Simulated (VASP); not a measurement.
# Bi (Im-3m) in VASP: a series of runs, part 3 of 3

VASP 6.6.1. Earlier steps stand in the parts before.

## (5) Single point, revPBE+D3(BJ)

This run uses another cell than the first one, of 29.55 Å³/atom, 1.036 times its volume.

INCAR reads:

```
SYSTEM = Bi
PREC = Accurate
ENCUT = 520
EDIFF = 1E-7
ISMEAR = -1
SIGMA = 0.05
LREAL = .False.
LASPH = .True.
NELM = 60
ALGO = Fast
ISIF = 2
LWAVE = .False.
LCHARG = .False.
GGA = RE
IVDW = 12
NBANDS = 14
```

KPOINTS reads:

```
Automatic mesh
0
Gamma
  9 9 9
  0 0 0
```

POSCAR reads:

```
Bi
1.0
   -1.9475652549      1.9475652549      1.9475652549
    1.9475652549     -1.9475652549      1.9475652549
    1.9475652549      1.9475652549     -1.9475652549
Bi
1
Direct
    0.0000000000      0.0000000000      0.0000000000
```

Potentials or basis: VASP PAW PBE potentials, release 64 (Bi_d).

The run is started by

```console
cat potpaw_PBE.64/Bi_d/POTCAR > POTCAR
mpirun -np 1 vasp_std > vasp.out
```

OUTCAR:

```text
SYSTEM = Bi
   PREC = Accurate
   ENCUT = 520
   EDIFF = 1E-7
   ISMEAR = -1
   LREAL = .False.
   LASPH = .True.
   NELM = 60
   ISIF = 2
   GGA = RE
   IVDW = 12
 IVDW          = 12

 ion  position               nearest neighbor table
   1  0.000  0.000  0.000-

  LATTYP: Found a body centered cubic cell.
 ALAT       =     3.8951305098

  Lattice vectors:

 A1 = (  -1.9475652549,   1.9475652549,   1.9475652549)
 A2 = (   1.9475652549,  -1.9475652549,   1.9475652549)
 A3 = (   1.9475652549,   1.9475652549,  -1.9475652549)

Analysis of symmetry for initial positions (statically):
=====================================================================
 Subroutine PRICEL returns:
 Original cell was already a primitive cell.

 Routine SETGRP: Setting up the symmetry group for a
 body centered cubic supercell.

 Subroutine GETGRP returns: Found 48 space group operations
[... 9 lines left out ...]

 Routine SETGRP: Setting up the symmetry group for a
 body centered cubic supercell.

 Subroutine GETGRP returns: Found 48 space group operations
[... 11 lines left out ...]
                                     Primitive cell

  volume of cell :      29.5485

  direct lattice vectors                    reciprocal lattice vectors
    -1.947565255  1.947565255  1.947565255     0.000000000  0.256730807  0.256730807
     1.947565255 -1.947565255  1.947565255     0.256730807  0.000000000  0.256730807
     1.947565255  1.947565255 -1.947565255     0.256730807  0.256730807  0.000000000

  length of vectors
     3.373281973  3.373281973  3.373281973     0.363072189  0.363072189  0.363072189

  position of ions in fractional coordinates (direct lattice)
     0.000000000  0.000000000  0.000000000

  ion indices of the primitive-cell ions
   primitive index   ion index
                 1           1

----------------------------------------------------------------------------------------

 KPOINTS: Automatic mesh

Automatic generation of k-mesh.
 Grid dimensions read from file:
 generate k-points for:    9    9    9

 Generating k-lattice:

  Cartesian coordinates                     Fractional coordinates (reciprocal lattice)
     0.000000000  0.028525645  0.028525645     0.111111111  0.000000000  0.000000000
     0.028525645  0.000000000  0.028525645     0.000000000  0.111111111  0.000000000
     0.028525645  0.028525645  0.000000000     0.000000000  0.000000000  0.111111111

  Length of vectors
     0.040341354  0.040341354  0.040341354

  Shift w.r.t. Gamma in fractional coordinates (k-lattice)
     0.000000000  0.000000000  0.000000000

 Subroutine IBZKPT returns following result:
 ===========================================

 Found     35 irreducible k-points:

 Following reciprocal coordinates:
            Coordinates               Weight
  0.000000  0.000000  0.000000      1.000000
  0.111111  0.000000  0.000000     12.000000
  0.222222  0.000000  0.000000     12.000000
  0.333333  0.000000  0.000000     12.000000
  0.444444  0.000000  0.000000     12.000000
  0.111111  0.111111  0.000000     24.000000
[... 16 lines left out ...]
 -0.333333  0.444444  0.111111     48.000000
 -0.444444 -0.444444  0.111111     24.000000
 [... further k-points ...]
   k-points           NKPTS =     35   k-points in BZ     NKDIM =     35   number of bands    NBANDS=     14
   number of dos      NEDOS =    301   number of ions     NIONS =      1
   total plane-waves  NPLWV =  21952
   dimension x,y,z NGX =    28 NGY =   28 NGZ =   28
   dimension x,y,z NGXF=    56 NGYF=   56 NGZF=   56
   ions per type =               1
   NGX,Y,Z   is equivalent  to a cutoff of  13.80, 13.80, 13.80 a.u.
   NGXF,Y,Z  is equivalent  to a cutoff of  27.60, 27.60, 27.60 a.u.
 SYSTEM =  Bi
   PREC   = accura    normal or accurate (medium, high low for compatibility)
   ISTART =      0    job   : 0-new  1-cont  2-samecut
   ICHARG =      2    charge: 1-file 2-atom 10-const
   ISPIN  =      1    spin polarized calculation?
   LNONCOLLINEAR =      F non collinear calculations
   LSORBIT =      F    spin-orbit coupling
   LASPH  =      T    aspherical Exc in radial PAW
   ENCUT  =  520.0 eV  38.22 Ry    6.18 a.u.   6.27  6.27  6.27*2*pi/ulx,y,z
   NELM   =     60;   NELMIN=  2; NELMDL= -5     # of ELM steps
   EDIFF  = 0.1E-06   stopping-criterion for ELM
   LREAL  =      F    real-space projection
   EDIFFG = 0.1E-05   stopping-criterion for IOM
   NSW    =      0    number of steps for IOM
   IBRION =     -1    ionic relax: 0-MD 1-quasi-New 2-CG
[... 8 lines left out ...]
   EMIN   =  10.00;   EMAX   =-10.00  energy-range for DOS
   EFERMI =   0.00;   METHOD = LEGACY
   ISMEAR =    -1;   SIGMA  =   0.05  broadening in eV -4-tet -1-fermi 0-gaus
   EFERMI_NEDOS =   21; number of points for ismear=-14 and -15
   IALGO  =     68    algorithm
   IMIX   =      4    mixing-type and parameters
     AMIX     =   0.40;   BMIX     =  1.00
     AMIX_MAG =   1.60;   BMIX_MAG =  1.00
  volume/ion in A,a.u.               =      29.55       199.40
  Fermi-wavevector in a.u.,A,eV,Ry     =   1.305950  2.467888 23.204812  1.705506
  Thomas-Fermi vector in A             =   2.436785
   LORBIT       =      0    0 simple, 1 ext, 2 COOP (PROOUT), +10 PAW based schemes
   GGA     = RE    functional components
   LHFCALC =     F    Hartree Fock is set to
   AEXX    =    0.0000 exact exchange contribution
   IVDW    =    12    specifies the selected vdW correction
   LEPSILON=     F    determine dielectric tensor
   LRPA    =     F    only Hartree local field effects (RPA)
 non-spin polarized calculation
 RMM-DIIS sequential band-by-band and
  energy-cutoff  :      520.00
  volume of cell :       29.55
 maximum number of plane-waves:       806
 NGX is ok and might be reduce to    28
   NGX = 13   NGY = 13   NGZ = 13

 number of electron      15.0000004 magnetization

 Free energy of the ion-electron system (eV)
  ---------------------------------------------------
  ext. energy  EPLUGINS =         0.00000000
  ---------------------------------------------------
  free energy    TOTEN  =        -3.39864567 eV

  energy without entropy =       -3.39392858  energy(sigma->0) =       -3.39628713

 E-fermi :   8.7677     XC(G=0): -10.4857

 val. band max:        8.7450663652   @ k =   0.2222   0.0000   0.0000
 cond. band min:       8.7906270994   @ k =  -0.2222   0.2222   0.1111
 fundamental gap:      0.0455607342
 Fermi energy:         8.7676678783

 k-point     1 :       0.0000    0.0000    0.0000
  band No.  band energies     occupation
      1     -14.4648      2.00000
      2     -14.4648      2.00000
      3     -14.4648      2.00000
      4     -14.3141      2.00000
      5     -14.3141      2.00000
      6      -5.2224      2.00000
      7      14.1877      0.00000
      8      14.1877      0.00000
      9      14.1877      0.00000
     10      18.4683      0.00000
     11      19.1223      0.00000
     12      19.1223      0.00000
     13      19.1223      0.00000
     14      20.6628      0.00000

 k-point     2 :       0.1111    0.0000    0.0000
  band No.  band energies     occupation
      1     -14.4703      2.00000
      2     -14.4557      2.00000
      3     -14.4363      2.00000
      4     -14.3204      2.00000
      5     -14.3151      2.00000
      6      -4.9826      2.00000
      7      12.0596      0.00000
      8      13.4814      0.00000
      9      13.9501      0.00000
     10      17.5847      0.00000
     11      18.2995      0.00000
     12      18.8998      0.00000
     13      19.9166      0.00000
     14      21.6449      0.00000
[... 343 lines left out ...]
      1     -14.4507      2.00000
      2     -14.4105      2.00000
      3     -14.3550      2.00000
      4     -14.3329      2.00000
      5     -14.2541      2.00000
      6      -2.0479      2.00000
      7       5.0345      2.00000
      8       8.1424      1.99999
      9      11.5689      0.00000
     10      16.0475      0.00000
     11      17.0400      0.00000
     12      20.2837      0.00000
     13      20.5242      0.00000
     14      24.3183      0.00000

 k-point    24 :      -0.4444   -0.4444    0.1111
  band No.  band energies     occupation
      1     -14.4538      2.00000
      2     -14.4150      2.00000
      3     -14.3627      2.00000
      4     -14.3195      2.00000
      5     -14.2314      2.00000
      6      -1.4059      2.00000
      7       4.0194      2.00000
      8       7.7572      2.00000
      9      11.4829      0.00000
     10      16.2237      0.00000
     11      17.6973      0.00000
     12      18.7140      0.00000
     13      20.3106      0.00000
     14      26.7241      0.00000

 [... further k-points ...]

------------------------ aborting loop because EDIFF is reached ----------------------------------------

 Edisp (eV)   -0.97113

 E8    (eV) :    -0.7141

  FORCE on cell =-STRESS in cart. coord.  units (eV):
  Direction    XX          YY          ZZ          XY          YZ          ZX
  --------------------------------------------------------------------------------------
  -------------------------------------------------------------------------------------
  Total      -0.01491    -0.01491    -0.01491     0.00000     0.00000    -0.00000
  in kB      -0.80826    -0.80826    -0.80826     0.00000     0.00000    -0.00000
  external pressure =       -0.81 kB  Pullay stress =        0.00 kB

 VOLUME and BASIS-vectors are now :
 -----------------------------------------------------------------------------
  energy-cutoff  :      520.00
  volume of cell :       29.55
      direct lattice vectors                 reciprocal lattice vectors
    -1.947565255  1.947565255  1.947565255     0.000000000  0.256730807  0.256730807
     1.947565255 -1.947565255  1.947565255     0.256730807  0.000000000  0.256730807
     1.947565255  1.947565255 -1.947565255     0.256730807  0.256730807  0.000000000

 POSITION                                       TOTAL-FORCE (eV/Angst)
 -----------------------------------------------------------------------------------
      0.00000      0.00000      0.00000         0.000000      0.000000      0.000000
 -----------------------------------------------------------------------------------
    total drift:                                0.000000     -0.000000      0.000000

  FREE ENERGIE OF THE ION-ELECTRON SYSTEM (eV)
  ---------------------------------------------------
  free  energy   TOTEN  =        -4.3697798817 eV

  energy  without entropy=       -4.3650627973  energy(sigma->0) =       -4.36742134
```

Run time: 49 s. Hardware: 1 thread of AMD EPYC 7R13, shared host; peak memory 0.13 GiB.

Results:

* Free energy: -4.3698 eV
* Pressure: -0.1 GPa
* Dispersion energy per atom: -0.971 eV

Caveat: the PAW data sets were made with another functional, which shifts forces and pressure a little; spin-orbit coupling is left out, which moves the levels of the heavy elements; pairwise dispersion overbinds metals, which lowers pressure and volume.

## (6) Single point, revPBE+D4

This run uses another cell than the first one, of 30.05 Å³/atom, 1.054 times its volume.

INCAR reads:

```
PREC     = Accurate       # precision mode
ENCUT    = 520            # plane-wave cutoff, eV
EDIFF    = 1E-7           # SCF threshold, eV
ISMEAR   = -1             # smearing method
SIGMA    = 0.05           # smearing width, eV
LREAL    = F              # projectors in reciprocal space
LASPH    = T              # aspherical terms in the spheres
NELM     = 80             # most SCF steps
ALGO     = Normal         # electronic algorithm
ISIF     = 2              # what is computed and relaxed
LWAVE    = F              # write WAVECAR
LCHARG   = F              # write CHGCAR
GGA      = RE             # functional
IVDW     = 13             # dispersion correction
NBANDS   = 14             # bands
```

KPOINTS reads:

```
Automatic mesh
0
Gamma
  9 9 9
```

POSCAR reads:

```
Bi
1.0
   -1.9584273985      1.9584273985      1.9584273985
    1.9584273985     -1.9584273985      1.9584273985
    1.9584273985      1.9584273985     -1.9584273985
Bi
1
Direct
    0.0000000000      0.0000000000      0.0000000000
```

Potentials or basis: VASP PAW PBE potentials, release 64 (Bi_d).

The run is started by

```console
cat potpaw_PBE.64/Bi_d/POTCAR > POTCAR
mpirun -np 1 vasp_std > vasp.out
```

OUTCAR:

```text
PREC = Accurate
   ENCUT = 520
   EDIFF = 1E-7
   ISMEAR = -1
   LREAL = F
   LASPH = T
   NELM = 80
   ISIF = 2
   GGA = RE
   IVDW = 13

 ion  position               nearest neighbor table
   1  0.000  0.000  0.000-

  LATTYP: Found a body centered cubic cell.
 ALAT       =     3.9168547970

  Lattice vectors:

 A1 = (  -1.9584273985,   1.9584273985,   1.9584273985)
 A2 = (   1.9584273985,  -1.9584273985,   1.9584273985)
 A3 = (   1.9584273985,   1.9584273985,  -1.9584273985)

Analysis of symmetry for initial positions (statically):
=====================================================================
 Subroutine PRICEL returns:
 Original cell was already a primitive cell.

 Routine SETGRP: Setting up the symmetry group for a
 body centered cubic supercell.

 Subroutine GETGRP returns: Found 48 space group operations
[... 9 lines left out ...]

 Routine SETGRP: Setting up the symmetry group for a
 body centered cubic supercell.

 Subroutine GETGRP returns: Found 48 space group operations
[... 11 lines left out ...]
                                     Primitive cell

  volume of cell :      30.0457

[... 143 lines left out ...]
      1     -14.6656      2.00000
      2     -14.6656      2.00000
      3     -14.6656      2.00000
      4     -14.5230      2.00000
      5     -14.5230      2.00000
      6      -5.3164      2.00000
      7      13.8440      0.00000
      8      13.8440      0.00000
      9      13.8440      0.00000
     10      18.0241      0.00000
     11      18.9044      0.00000
     12      18.9044      0.00000
     13      18.9044      0.00000
     14      20.3352      0.00000
[... 377 lines left out ...]
      1     -14.6547      2.00000
      2     -14.6178      2.00000
      3     -14.5688      2.00000
      4     -14.5278      2.00000
      5     -14.4444      2.00000
      6      -1.6117      2.00000
      7       3.8915      2.00000
      8       7.5601      2.00000
      9      11.2096      0.00000
     10      15.9472      0.00000
     11      17.4147      0.00000
     12      18.4477      0.00000
     13      20.0028      0.00000
     14      26.3855      0.00000

 [... further k-points ...]

------------------------ aborting loop because EDIFF is reached ----------------------------------------

  DFT-D4 for vdW energy calculation

  Edisp (eV):   -0.82365

  FORCE on cell =-STRESS in cart. coord.  units (eV):
  Direction    XX          YY          ZZ          XY          YZ          ZX
  --------------------------------------------------------------------------------------
  -------------------------------------------------------------------------------------
  Total      -0.01536    -0.01536    -0.01536     0.00000     0.00000     0.00000
  in kB      -0.81895    -0.81895    -0.81895     0.00000     0.00000     0.00000
  external pressure =       -0.82 kB  Pullay stress =        0.00 kB

 VOLUME and BASIS-vectors are now :
 -----------------------------------------------------------------------------
  energy-cutoff  :      520.00
  volume of cell :       30.05
      direct lattice vectors                 reciprocal lattice vectors
    -1.958427399  1.958427399  1.958427399     0.000000000  0.255306886  0.255306886
     1.958427399 -1.958427399  1.958427399     0.255306886  0.000000000  0.255306886
     1.958427399  1.958427399 -1.958427399     0.255306886  0.255306886  0.000000000

 POSITION                                       TOTAL-FORCE (eV/Angst)
 -----------------------------------------------------------------------------------
      0.00000      0.00000      0.00000         0.000000     -0.000000      0.000000
 -----------------------------------------------------------------------------------
    total drift:                                0.000000     -0.000000      0.000000

  FREE ENERGIE OF THE ION-ELECTRON SYSTEM (eV)
  ---------------------------------------------------
  free  energy   TOTEN  =        -4.2367928477 eV

  energy  without entropy=       -4.2324286907  energy(sigma->0) =       -4.23461077
```

Wall time 43 s (1 thread of AMD EPYC 7R13, shared host); peak memory 0.13 GiB.

What came out:

```
Free energy                : -4.2368 eV
Pressure                   : -0.1 GPa
Dispersion energy per atom : -0.824 eV
```

Levels at points of the mesh, in eV from the Fermi level:
| k point | band 4 | band 5 | band 6 | band 7 | band 8 | band 9 | band 10 | band 11 |
| --- | --- | --- | --- | --- | --- | --- | --- | --- |
| (0.00, 0.00, 0.00) | -23.05 | -23.05 | -13.84 | 5.32 | 5.32 | 5.32 | 9.50 | 10.38 |

Caveat: the PAW data sets were made with another functional, which shifts forces and pressure a little; spin-orbit coupling is left out, which moves the levels of the heavy elements; pairwise dispersion overbinds metals, which lowers pressure and volume.

## (7) Overview

| level | cell | gap on the mesh (eV) | pressure (GPa) |
| --- | --- | --- | --- |
| PBEsol+D3(BJ) | a = 3.334 Å, angles 109.5°, 1 atom | none | -0.1 |
| PBE+D3(BJ) | a = 3.397 Å, angles 109.5°, 1 atom | none | -0.1 |
| PBE+D4 | a = 3.397 Å, angles 109.5°, 1 atom | none | -0.1 |
| revPBE+D3(BJ) | a = 3.373 Å, angles 109.5°, 1 atom | none | -0.1 |
| revPBE+D4 | a = 3.392 Å, angles 109.5°, 1 atom | none | -0.1 |

Alike in all rows: task single point; potentials or basis VASP PAW PBE potentials, release 64 (Bi_d); no spin polarisation; k mesh 9 × 9 × 9; cutoff (eV) 520; smearing fermi-dirac 0.05 eV.

Caveats: spin-orbit coupling is left out, which moves the levels of the heavy elements; pairwise dispersion overbinds metals, which lowers pressure and volume; the PAW data sets were made with another functional, which shifts forces and pressure a little (some runs).

Total energies depend on the potentials used, so only differences within one code and one set of settings carry meaning.
